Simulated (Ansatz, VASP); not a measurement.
## Two plane-wave programs on Ge2Sb2Te5

The input INCAR:

```
SYSTEM = Ge2Sb2Te5
PREC = Accurate
ENCUT = 520
EDIFF = 1E-6
ISMEAR = 0
SIGMA = 0.03
LREAL = .False.
LASPH = .True.
NELM = 80
ALGO = Normal
ISIF = 2
LWAVE = .False.
LCHARG = .True.
GGA = PE
LELF = .True.
LVHAR = .True.
NBANDS = 44
```

The input KPOINTS:

```
Automatic mesh
0
Gamma
  12 12 2
  0 0 0
```

Contents of POSCAR:

```
Ge2Sb2Te5
1.0
    3.9030600308      0.0000000000      0.0000000000
   -1.9515300154      3.3801491391      0.0000000000
    0.0000000000      0.0000000000     18.1324459849
Ge Sb Te
2 2 5
Direct
    0.0000000000      0.0000000000      0.3314713560
    0.0000000000      0.0000000000      0.6685286440
    0.3333333333      0.6666666667      0.1121550832
    0.6666666667      0.3333333333      0.8878449168
    0.0000000000      0.0000000000      0.0000000000
    0.3333333333      0.6666666667      0.7913602895
    0.6666666667      0.3333333333      0.2086397105
    0.3333333333      0.6666666667      0.4097504733
    0.6666666667      0.3333333333      0.5902495267
```

Input for Ansatz:

```yaml
crystal:
  lattice:
    - [3.9030600308, 0.0, 0.0]
    - [-1.9515300154, 3.3801491391, 0.0]
    - [0.0, 0.0, 18.1324459849]
  atoms:
    - { symbol: Ge, position: [0.0, 0.0, 0.331471356] }
    - { symbol: Ge, position: [0.0, 0.0, 0.668528644] }
    - { symbol: Sb, position: [0.3333333333, 0.6666666667, 0.1121550832] }
    - { symbol: Sb, position: [0.6666666667, 0.3333333333, 0.8878449168] }
    - { symbol: Te, position: [0.0, 0.0, 0.0] }
    - { symbol: Te, position: [0.3333333333, 0.6666666667, 0.7913602895] }
    - { symbol: Te, position: [0.6666666667, 0.3333333333, 0.2086397105] }
    - { symbol: Te, position: [0.3333333333, 0.6666666667, 0.4097504733] }
    - { symbol: Te, position: [0.6666666667, 0.3333333333, 0.5902495267] }
basis:
  ecutwfc: 420
kpoints:
  mp_grid: { grid: [12, 12, 2] }
hamiltonian:
  xc: pbe
  pseudopotentials: { kind: paw, azcp: { folder: soft_1 } }
scf:
  occupations: { method: gaussian, width: 0.03 }
output:
  forces: true
  stress: true
  eigenvalues: true
```

Alike in both runs: task single point; functional PBE; k mesh 12 × 12 × 2; occupations gaussian, width 0.03 eV; no spin polarisation.

```csv
,VASP,Ansatz
version,VASP 6.6.1,Ansatz 0.2.0
potentials or method,"VASP PAW PBE potentials, release 64 (Ge_d, Sb, Te), cutoff 520 eV","scalar-relativistic, plane waves, PAW"
valence electrons in the cell,68,138
```

VASP gave:

```
gap on the k mesh at the Fermi level (eV)                     : none
pressure (GPa)                                                : 11.7
traceless stress, the component that is largest in VASP (GPa) : -1.87
rms of the force components (eV/Å)                            : 0.583
```

Question: Which values does Ansatz return?

Answer: gap on the k mesh at the Fermi level (eV): none; pressure (GPa): 11.6; traceless stress, the component that is largest in VASP (GPa): -1.90; rms of the force components (eV/Å): 0.563.

Atom by atom the forces differ by 0.022 eV/Å (rms over components). A gap of «none» marks a metal or a gap that the smearing closes. VASP's potentials hold 68 valence electrons a cell and Ansatz's 138, so a difference there can come from the potentials and not from the codes.

Spin-orbit coupling is off throughout.
